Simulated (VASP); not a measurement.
# Ir (I4/mmm) in VASP: further runs

Runs on Ir. Level: PBEsol. Tasks: single point.

All numbers are computed with VASP 6.6.1; they aren't measurements. Logs are shortened: lines on timing, memory, paths and dates and some standing lists are left out, and cuts for length are marked.

## Step 1: The cell of the first run

It takes space group I4/mmm (No. 139, tetragonal). The conventional cell has a = 2.932 Å, b = 2.932 Å, c = 3.993 Å, α = 90.00°, β = 90.00°, γ = 90.00°. Within 3.8 Å of Ir (site symmetry 4/mmm) lie 12 Ir at 2.88 to 2.93 Å.

## Step 2: Single point, PBEsol (strain +0.080 along x and y, +0.040 along z)

Contents of INCAR:

```
SYSTEM = Ir
PREC = Accurate ; ENCUT = 520
EDIFF = 1E-7 ; ISMEAR = 0
SIGMA = 0.15 ; LREAL = .False.
LASPH = .True. ; NELM = 80
ALGO = Fast ; ISIF = 2
LWAVE = .False. ; LCHARG = .False.
GGA = PS ; NBANDS = 10
```

Contents of KPOINTS:

```
Automatic mesh
0
Gamma
  22 22 22
  0 0 0
```

Contents of POSCAR:

```
Ir
1.0
    0.0000000000      2.0732760000      1.9964880000
    2.0732760000      0.0000000000      1.9964880000
    2.0732760000      2.0732760000      0.0000000000
Ir
1
Direct
    0.0000000000      0.0000000000      0.0000000000
```

Potentials or basis: VASP PAW PBE potentials, release 64 (Ir).

Launch:

```console
> cat potpaw_PBE.64/Ir/POTCAR > POTCAR
> mpirun -np 1 vasp_std > vasp.out
```

OUTCAR:

```text
SYSTEM = Ir
   PREC = Accurate
   ENCUT = 520
   EDIFF = 1E-7
   ISMEAR = 0
   LREAL = .False.
   LASPH = .True.
   NELM = 80
   ISIF = 2
   GGA = PS

 ion  position               nearest neighbor table
   1  0.000  0.000  0.000-

  LATTYP: Found a body centered tetragonal cell.
 ALAT       =     2.9320550377
 C/A-ratio  =     1.3618352823

  Lattice vectors:

 A1 = (   0.0000000000,  -2.0732760000,  -1.9964880000)
 A2 = (   0.0000000000,   2.0732760000,  -1.9964880000)
 A3 = (   2.0732760000,   0.0000000000,   1.9964880000)

Analysis of symmetry for initial positions (statically):
=====================================================================
 Subroutine PRICEL returns:
 Original cell was already a primitive cell.

 Routine SETGRP: Setting up the symmetry group for a
 body centered tetragonal supercell.

 Subroutine GETGRP returns: Found 16 space group operations
 (whereof 16 operations were pure point group operations)
 out of a pool of 16 trial point group operations.

The static configuration has the point symmetry D_4h.

Analysis of symmetry for dynamics (positions and initial velocities):
=====================================================================
 Subroutine PRICEL returns:
 Original cell was already a primitive cell.

 Routine SETGRP: Setting up the symmetry group for a
 body centered tetragonal supercell.

 Subroutine GETGRP returns: Found 16 space group operations
 (whereof 16 operations were pure point group operations)
 out of a pool of 16 trial point group operations.

The dynamic configuration has the point symmetry D_4h.

 Subroutine INISYM returns: Found 16 space group operations
 (whereof 16 operations are pure point group operations),
 and found     1 'primitive' translations

----------------------------------------------------------------------------------------

                                     Primitive cell

  volume of cell :      17.1637

  direct lattice vectors                    reciprocal lattice vectors
     0.000000000  2.073276000  1.996488000    -0.241164225  0.241164225  0.250439772
     2.073276000  0.000000000  1.996488000     0.241164225 -0.241164225  0.250439772
     2.073276000  2.073276000  0.000000000     0.241164225  0.241164225 -0.250439772

  length of vectors
     2.878269915  2.878269915  2.932055038     0.423131713  0.423131713  0.423131713

  position of ions in fractional coordinates (direct lattice)
     0.000000000  0.000000000  0.000000000

  ion indices of the primitive-cell ions
[... 75 lines left out ...]
   LREAL  =      F    real-space projection
   EDIFFG = 0.1E-05   stopping-criterion for IOM
   NSW    =      0    number of steps for IOM
   IBRION =     -1    ionic relax: 0-MD 1-quasi-New 2-CG
   NFREE  =      0    steps in history (QN), initial steepest desc. (CG)
   ISIF   =      2    stress and relaxation
   ISYM   =      2    0-nonsym 1-usesym 2-fastsym
   POTIM  = 0.5000    time-step for ionic-motion
   TEBEG  =    0.0;   TEEND  =   0.0 temperature during run
   PSTRESS=    0.0 pullay stress
   NELECT =       9.0000    total number of electrons
   NUPDOWN=      -1.0000    fix difference up-down
   EMIN   =  10.00;   EMAX   =-10.00  energy-range for DOS
   EFERMI =   0.00;   METHOD = LEGACY
   ISMEAR =     0;   SIGMA  =   0.15  broadening in eV -4-tet -1-fermi 0-gaus
   EFERMI_NEDOS =   21; number of points for ismear=-14 and -15
   IALGO  =     68    algorithm
   IMIX   =      4    mixing-type and parameters
     AMIX     =   0.40;   BMIX     =  1.00
     AMIX_MAG =   1.60;   BMIX_MAG =  1.00
  volume/ion in A,a.u.               =      17.16       115.83
  Fermi-wavevector in a.u.,A,eV,Ry     =   1.320136  2.494695 23.711678  1.742759
  Thomas-Fermi vector in A             =   2.449984
   LORBIT       =      0    0 simple, 1 ext, 2 COOP (PROOUT), +10 PAW based schemes
   GGA     = PS    functional components
   LHFCALC =     F    Hartree Fock is set to
   AEXX    =    0.0000 exact exchange contribution
   IVDW    =     0    specifies the selected vdW correction
   LEPSILON=     F    determine dielectric tensor
   LRPA    =     F    only Hartree local field effects (RPA)
 non-spin polarized calculation
 RMM-DIIS sequential band-by-band and
 Gauss-broadening in eV      SIGMA  =   0.15
  energy-cutoff  :      520.00
  volume of cell :       17.16
 maximum number of plane-waves:       485
 NGX is ok and might be reduce to    24
   NGX = 11   NGY = 11   NGZ = 11

 number of electron       9.0000000 magnetization

 Free energy of the ion-electron system (eV)
  ---------------------------------------------------
  ext. energy  EPLUGINS =         0.00000000
  ---------------------------------------------------
  free energy    TOTEN  =        -9.27029914 eV

  energy without entropy =       -9.25394692  energy(sigma->0) =       -9.26212303

 E-fermi :   7.1592     XC(G=0): -12.9887

 val. band max:        7.1586015766   @ k =  -0.1364   0.3182   0.2273
 cond. band min:       7.1594957358   @ k =  -0.4545   0.4091   0.0455
 fundamental gap:      0.0008941592
 Fermi energy:         7.1592052511

 k-point     1 :       0.0000    0.0000    0.0000
  band No.  band energies     occupation
      1      -2.0326      2.00000
      2       4.1799      2.00000
      3       4.1799      2.00000
      4       4.5491      2.00000
      5       6.0410      2.00000
      6       6.5132      2.00000
      7      21.7455      0.00000
      8      25.9033      0.00000
      9      25.9033      0.00000
     10      26.7639      0.00000
[... 287 lines left out ...]
 k-point    24 :      -0.4545    0.0455    0.0000
  band No.  band energies     occupation
      1       0.9611      2.00000
      2       4.1056      2.00000
      3       4.4022      2.00000
      4       6.3912      2.00000
      5       7.8022      0.00000
      6       8.1225      0.00000
      7      12.9084      0.00000
      8      21.3381      0.00000
      9      25.0018      0.00000
     10      25.3371      0.00000

 [... further k-points ...]
[... 5 lines left out ...]
  --------------------------------------------------------------------------------------
  -------------------------------------------------------------------------------------
  Total       -5.1787798     -5.1787798     -4.3432302      0.0000000     -0.0000000     -0.0000000
  in kB     -483.4227500   -483.4227500   -405.4268366      0.0000000     -0.0000000     -0.0000000
  external PRESSURE =    -457.4241122 kB  Pullay stress =       0.0000000 kB

 VOLUME and BASIS-vectors are now :
 -----------------------------------------------------------------------------
  energy-cutoff  :      520.00
  volume of cell :       17.16
      direct lattice vectors                 reciprocal lattice vectors
     0.000000000  2.073276000  1.996488000    -0.241164225  0.241164225  0.250439772
     2.073276000  0.000000000  1.996488000     0.241164225 -0.241164225  0.250439772
     2.073276000  2.073276000  0.000000000     0.241164225  0.241164225 -0.250439772

 POSITION                                       TOTAL-FORCE (eV/Angst)
 -----------------------------------------------------------------------------------
      0.00000      0.00000      0.00000        -0.000000      0.000000      0.000000
 -----------------------------------------------------------------------------------
    total drift:                               -0.000000      0.000000     -0.000000

  FREE ENERGIE OF THE ION-ELECTRON SYSTEM (eV)
  ---------------------------------------------------
  free  energy   TOTEN  =        -9.2702991366 eV

  energy  without entropy=       -9.2539469179  energy(sigma->0) =       -9.26212303
```

OSZICAR:

```text
N       E                     dE             d eps       ncg     rms          rms(c)
DAV:   1     0.452288097085E+02    0.45229E+02   -0.41971E+03 16816   0.792E+02
DAV:   2    -0.900626884402E+01   -0.54235E+02   -0.51126E+02 16962   0.185E+02
DAV:   3    -0.998404842033E+01   -0.97778E+00   -0.97228E+00 19562   0.305E+01
DAV:   4    -0.999274926262E+01   -0.87008E-02   -0.86990E-02 18594   0.270E+00
DAV:   5    -0.999293593268E+01   -0.18667E-03   -0.18667E-03 18858   0.387E-01    0.950E+00
RMM:   6    -0.933223413810E+01    0.66070E+00   -0.74593E-01 16884   0.103E+01    0.323E+00
RMM:   7    -0.927389265977E+01    0.58341E-01   -0.19920E-01 17265   0.338E+00    0.173E+00
RMM:   8    -0.927277475567E+01    0.11179E-02   -0.17304E-02 19451   0.184E+00    0.107E+00
RMM:   9    -0.927085395148E+01    0.19208E-02   -0.35564E-03 19154   0.466E-01    0.454E-01
RMM:  10    -0.927029244870E+01    0.56150E-03   -0.19872E-03 17755   0.595E-01    0.211E-02
RMM:  11    -0.927029646736E+01   -0.40187E-05   -0.12944E-04 21058   0.145E-01    0.195E-02
RMM:  12    -0.927029968460E+01   -0.32172E-05   -0.48252E-05 22308   0.511E-02    0.851E-03
RMM:  13    -0.927029975583E+01   -0.71232E-07   -0.36342E-06 21726   0.154E-02    0.651E-03
RMM:  14    -0.927029913581E+01    0.62002E-06   -0.48856E-07 17170   0.706E-03    0.137E-03
RMM:  15    -0.927029913660E+01   -0.78080E-09   -0.16065E-07 11988   0.270E-03
   1 F= -.92702991E+01 E0= -.92621230E+01  d E =-.163522E-01
```

stdout:

```text
POSCAR found type information on POSCAR Ir
 POSCAR found :  1 types and       1 ions
 scaLAPACK will be used
 -----------------------------------------------------------------------------
|                                                                             |
|                                                                             |
|     You enforced a specific xc type in the INCAR file but a different       |
|     I HOPE YOU KNOW WHAT YOU ARE DOING!                                     |
|                                                                             |
 -----------------------------------------------------------------------------

 LDA part: xc-table for (Slater+PW92), standard interpolation
 POSCAR, INCAR and KPOINTS ok, starting setup
 FFT: planning ... GRIDC
 FFT: planning ... GRID_SOFT
 FFT: planning ... GRID
 WAVECAR not read
 entering main loop
```

It took 99 s on 1 thread of Intel Xeon Platinum 8259CL at 2.50GHz (Skylake/Cascade Lake), shared host; peak memory 0.27 GiB.

Results:

```
Free energy : -9.2703 eV
Pressure    : -45.7 GPa
```

Caveat: the cell differs from its parent crystal (strain +0.080 along x and y, +0.040 along z); the PAW data sets were made with another functional, which shifts forces and pressure a little; spin-orbit coupling is left out, which moves the levels of the heavy elements.

## Step 3: Single point, PBEsol (strain -0.080 along x and y, -0.040 along z)

Contents of INCAR:

```
SYSTEM = Ir
PREC     = Accurate       ! precision mode
ENCUT    = 520            ! plane-wave cutoff, eV
EDIFF    = 1E-7           ! SCF threshold, eV
ISMEAR   = 0              ! smearing method
SIGMA    = 0.15           ! smearing width, eV
LREAL    = .False.        ! projectors in reciprocal space
LASPH    = .True.         ! aspherical terms in the spheres
NELM     = 60             ! most SCF steps
ALGO     = Normal         ! electronic algorithm
ISIF     = 2              ! what is computed and relaxed
LWAVE    = .False.        ! write WAVECAR
LCHARG   = .False.        ! write CHGCAR
GGA      = PS             ! functional
NBANDS   = 10             ! bands
```

KPOINTS is that of step 2.

Contents of POSCAR:

```
Ir
1.0
    0.0000000000      1.7661240000      1.8429120000
    1.7661240000      0.0000000000      1.8429120000
    1.7661240000      1.7661240000      0.0000000000
Ir
1
Direct
    0.0000000000      0.0000000000      0.0000000000
```

Potentials or basis: VASP PAW PBE potentials, release 64 (Ir).

Launch:

```console
> cat potpaw_PBE.64/Ir/POTCAR > POTCAR
> mpirun -np 1 vasp_std > vasp.out
```

Run time: 64 s. Hardware: 1 thread of Intel Xeon Platinum 8259CL at 2.50GHz (Skylake/Cascade Lake), shared host; peak memory 0.22 GiB.

The run converged. Its results:

- Free energy: -8.9209 eV
- Pressure: 132.2 GPa

Stress tensor (GPa, compression positive):
```
141.83   0.00   0.00
  0.00 141.83   0.00
  0.00   0.00 112.97
```

Levels at points of the mesh, in eV from the Fermi level:
| k point | band 1 | band 2 | band 3 | band 4 | band 5 | band 6 | band 7 | band 8 |
| --- | --- | --- | --- | --- | --- | --- | --- | --- |
| (0.00, 0.00, 0.00) | -13.54 | -5.80 | -5.05 | -5.05 | -2.11 | -1.05 | 13.75 | 19.43 |
| (0.50, 0.00, 0.00) | -10.59 | -5.87 | -5.10 | -1.22 | 1.16 | 1.58 | 9.75 | 13.29 |
| (0.50, 0.50, 0.00) | -10.68 | -9.92 | 1.14 | 1.44 | 2.17 | 2.17 | 12.86 | 13.31 |
| (0.50, 0.00, 0.50) | -10.68 | -9.97 | 1.28 | 1.81 | 2.20 | 2.63 | 12.06 | 12.94 |

Caveat: the cell differs from its parent crystal (strain -0.080 along x and y, -0.040 along z); the PAW data sets were made with another functional, which shifts forces and pressure a little; spin-orbit coupling is left out, which moves the levels of the heavy elements.
